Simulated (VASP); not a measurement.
Li, 4 atoms in the cell. The typed cell holds 4 atoms: a = 4.307 Å, b = 4.359 Å, c = 4.327 Å, α = 89.58°, β = 91.18°, γ = 89.95°.  This cell differs from its parent crystal: atoms moved at random and the cell strained at random.

- Program: VASP 6.6.1
- Task: single point
- Functional: PBE
- Potentials or basis: VASP PAW PBE potentials, release 64 (Li_sv)
- Cutoff: 520 eV
- k mesh: 8 × 8 × 8
- Occupations: gaussian, width 0.1 eV
- Spin: no spin polarisation
- Dipole correction: no
- Further INCAR settings: ALGO = Fast; EDIFF = 1e-06; NBANDS = 14

Potentials or basis: VASP PAW PBE potentials, release 64 (Li_sv).

The run is started by

```bash
$ cat potpaw_PBE.64/Li_sv/POTCAR > POTCAR
$ mpirun -np 1 vasp_std > vasp.out
```

Hardware: 1 thread of Intel(R) Xeon(R) 6975P-C (Granite Rapids), with other jobs on the host.

Q: How long does it take, and how much memory?

A: Run time: 100 s on 1 thread of Intel(R) Xeon(R) 6975P-C (Granite Rapids) (shared host), peak memory 0.31 GiB. Counts: scf iterations 18, k points 260.
